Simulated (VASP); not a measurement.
Wanted: the native input for a VASP 6.6.1 run.

| Quantity | Value |
| --- | --- |
| Task | relaxation of cell and atoms |
| Functional | PBE |
| Potentials or basis | VASP PAW PBE potentials, release 64 (As) |
| Cutoff | 600 eV |
| k mesh | 6 × 6 × 8 |
| Occupations | gaussian, width 0.1 eV |
| Spin | no spin polarisation |
| Dipole correction | no |
| Further INCAR settings | ALGO = Normal; EDIFF = 1e-06; IBRION = 2; EDIFFG = -0.04; NSW = 90; ISIF = 3 |

The structure of As lies in POSCAR:

```
As
1.0
    3.0803526100      0.0000000000      0.0000000000
    0.0000000000      3.0803526100      0.0000000000
    0.0000000000      0.0000000000      2.1131996400
As
1
Direct
    0.5000000000      0.5000000000      0.5000000000
```

The cell was built from a structure type or drawn by symmetry, and may not be a known phase.

The input as run:

INCAR

```
PREC = Accurate
ENCUT = 600
EDIFF = 1E-6
ISMEAR = 0
SIGMA = 0.1
LREAL = False
LASPH = True
NELM = 60
ALGO = Normal
ISIF = 3
LWAVE = False
LCHARG = False
GGA = PE
IBRION = 2
NSW = 90
EDIFFG = -0.04
```

KPOINTS

```
Automatic mesh
0
Gamma
  6 6 8
```

Potentials or basis: VASP PAW PBE potentials, release 64 (As).

Launch:

```sh
$ cat potpaw_PBE.64/As/POTCAR > POTCAR
$ mpirun -np 1 vasp_std > vasp.out
```

It gave:

* Relaxed volume: 20.79 Å³/atom
* Relaxed cell: a = 2.710 Å, b = 2.710 Å, c = 2.830 Å, α = 90.00°, β = 90.00°, γ = 90.00°
* Space group after relaxing (to 0.1 Å): P4/mmm (No. 123)
* Energy gained by relaxing: 1401.5 meV/atom
* Ionic steps: 10
* Pressure after relaxing: 0.0 GPa
* Band gap on the k mesh: zero (an odd number of electrons rules out a gap without spin polarisation)

Caveat: the k points lie up to 0.39 Å⁻¹ apart in the final cell, too coarse for converged energies and pressures of a metal; a cell axis changed by over 15 % at a fixed basis, so the end point is rough.

Wall time 56 s on 1 thread of Intel Xeon 8259CL, with other jobs on the host, peak memory 0.14 GiB.
